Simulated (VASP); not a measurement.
# H23NO10: single point with PBE+D3(BJ)

System: H23NO10.

```xyz
34
Lattice="6.9727 0.0000 0.0000 0.0000 6.9727 0.0000 0.0000 0.0000 6.9727" Properties=species:S:1:pos:R:3 pbc="T T T"
O     5.8325    5.3476   -0.1026
O     3.2392    4.3985    1.0627
O     7.2925    5.8184    3.0328
O     2.3791    2.9553    3.3107
O     4.2704    0.7002    3.1850
O     2.6568    5.8773    4.3131
O     1.8303    1.2095   -0.9876
O     6.1750    7.6296    5.4045
O     6.6047    3.6167    4.7970
O     3.8216    3.1970    5.5019
H     6.2225    4.5676   -0.7118
H     6.3464    5.3698    0.6908
H     3.5600    3.8774    0.2890
H     3.9524    5.0239    1.1024
H     8.2296    5.6746    3.3446
H     7.0067    6.3775    3.8069
H     1.5592    2.5439    3.0189
H     2.7163    3.4099    2.5142
H     4.9803    0.8775    3.8312
H     3.7474    1.5102    3.0516
H     3.4357    6.2804    3.8012
H     3.1665    5.3260    4.9815
H     2.0100    0.3241   -1.2682
H     2.6429    1.7272   -1.2123
H     6.0674    6.8806    6.0191
H     7.0587    7.9482    5.5489
H     7.3540    3.0051    4.6683
H     6.6057    4.2255    4.0418
H     3.3837    3.1369    4.6008
H     4.8140    3.1815    5.2859
H    -0.6106    1.5789    1.9766
H     0.6395    1.9561    1.0240
H     0.7230    0.5964    2.1008
N     0.4218    1.6259    1.9824
```

```yaml
Program: VASP 6.6.1
Task: single point
Functional: PBE
Dispersion: D3(BJ)
Potentials_or_basis: VASP PAW PBE potentials, release 64 (O, H, N)
Cutoff: 520 eV
k_mesh: 1 × 1 × 1
Occupations: fermi-dirac, width 0.02 eV
Spin: no spin polarisation
Dipole_correction: no
Further_INCAR_settings: LREAL = Auto; ALGO = Normal; EDIFF = 1e-06; NBANDS = 67
```

The pressure is -0.1 GPa, the largest force is 3.011 eV/Å and the band gap on the k mesh is 4.34 eV. The dispersion energy per atom is -0.034 eV.

Forces on the atoms (eV/Å):
```
O   -0.078 -1.707 -2.479
O   -0.586 -1.093 -0.219
O   -0.013  0.191  0.959
O    1.650  0.409  0.681
O    0.500 -0.563 -0.513
O    1.859 -0.465  0.791
O   -0.238  1.742  0.530
O   -1.410 -0.214 -1.071
O   -0.421 -0.389  0.730
O    1.400  0.036 -0.563
H   -0.658  1.795  1.271
H    1.028 -0.033  1.363
H   -0.524 -0.188 -0.155
H    0.951  1.179  0.333
H    0.064 -0.327 -0.239
H   -0.383 -0.090 -0.565
H   -1.512 -1.114 -0.828
H    0.150  0.676 -0.482
H    0.108  0.166  0.397
H   -0.356  0.255  0.261
H   -1.014  0.479  0.217
H   -0.977  0.130 -0.647
H    0.578 -1.599 -0.721
H   -0.174 -0.043  0.211
H   -0.247 -0.630  0.393
H    1.512  0.673  0.314
H   -0.063  0.160  0.052
H    0.395  0.549 -0.607
H   -0.292  0.113  0.306
H   -1.138 -0.182  0.361
H    0.316 -0.019  0.258
H    0.279 -0.542  0.486
H   -0.508  1.723 -0.523
N   -0.199 -1.077 -0.303
```

Stress tensor (GPa, compression positive):
```
 0.29  1.74  0.81
 1.74  0.36 -0.34
 0.81 -0.34 -0.92
```

Levels at points of the mesh, in eV from the valence-band top:
| k point | band 41 | band 42 | band 43 | band 44 | band 45 | band 46 | band 47 | band 48 |
| --- | --- | --- | --- | --- | --- | --- | --- | --- |
| (0.00, 0.00, 0.00) | -0.64 | -0.61 | -0.53 | 0.00 | 4.34 | 7.28 | 7.44 | 7.65 |

It took 55 s on 1 thread of Intel(R) Xeon(R) Platinum 8488C (Sapphire Rapids), with other jobs on the host, peak memory 0.34 GiB.

Caveat: the k points lie up to 0.90 Å⁻¹ apart; the atoms stand as in a frame of molecular dynamics.
